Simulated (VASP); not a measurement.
**V: single point with PBE**

Crystal: V.

```
V
1.0
    -1.49918    1.49918    1.49918
     1.49918   -1.49918    1.49918
     1.49918    1.49918   -1.49918
V
1
Direct
  0.00000 0.00000 0.00000
```

| Item | Value |
| --- | --- |
| Program | VASP 6.6.1 |
| Task | single point |
| Functional | PBE |
| Potentials or basis | VASP PAW PBE potentials, release 64 (V_sv) |
| Cutoff | 520 eV |
| k mesh | 18 × 18 × 18 |
| Occupations | fermi-dirac, width 0.1 eV |
| Spin | no spin polarisation |

```
Pressure : 0.2 GPa
```

Levels at points of the mesh, in eV from the Fermi level:
| k point | band 4 | band 5 | band 6 | band 7 | band 8 | band 9 | band 10 | band 11 |
| --- | --- | --- | --- | --- | --- | --- | --- | --- |
| (0.00, 0.00, 0.00) | -37.04 | -6.61 | 0.40 | 0.40 | 0.40 | 2.40 | 2.40 | 20.46 |
| (0.50, 0.00, 0.00) | -37.04 | -3.19 | -1.14 | 1.62 | 2.40 | 2.76 | 4.09 | 10.14 |
| (0.50, 0.50, 0.50) | -37.65 | -3.01 | -3.01 | 3.70 | 3.70 | 3.70 | 10.18 | 10.18 |

Wall time 61 s on 1 thread of AMD EPYC 7R13, on a shared host, peak memory 0.11 GiB.
